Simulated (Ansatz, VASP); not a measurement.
**Au: VASP beside Ansatz**

```
Au
1.0
     0.00000    2.01835    2.01835
     2.01835    0.00000    2.01835
     2.01835    2.01835    0.00000
Au
1
Direct
  0.00000 0.00000 0.00000
```

Alike in both runs: task relaxation of cell and atoms; functional LDA; k mesh 17 × 17 × 17; occupations fermi-dirac, width 0.05 eV; non-collinear spin, spin-orbit coupling.

|  | VASP | Ansatz |
| --- | --- | --- |
| version | VASP 6.6.1 | Ansatz 0.2.0 |
| potentials or method | VASP PAW LDA potentials, release 64 (Au), cutoff 600 eV | all-electron LAPW |

VASP gave:

```
net moment per atom (μB)                                     : 0.00
relaxed volume (Å³/atom)                                     : 16.51
relaxed cell length with the largest relative difference (Å) : 2.858
```

Q: What did Ansatz give for the same quantities?

A: net moment per atom (μB): 0.00; relaxed volume (Å³/atom): 16.44; relaxed cell length with the largest relative difference (Å): 2.854.

LDA's correlation is that of Perdew and Zunger in VASP and of Perdew and Wang (1992) in Ansatz. Ansatz ran all-electron here, and VASP with PAW potentials.
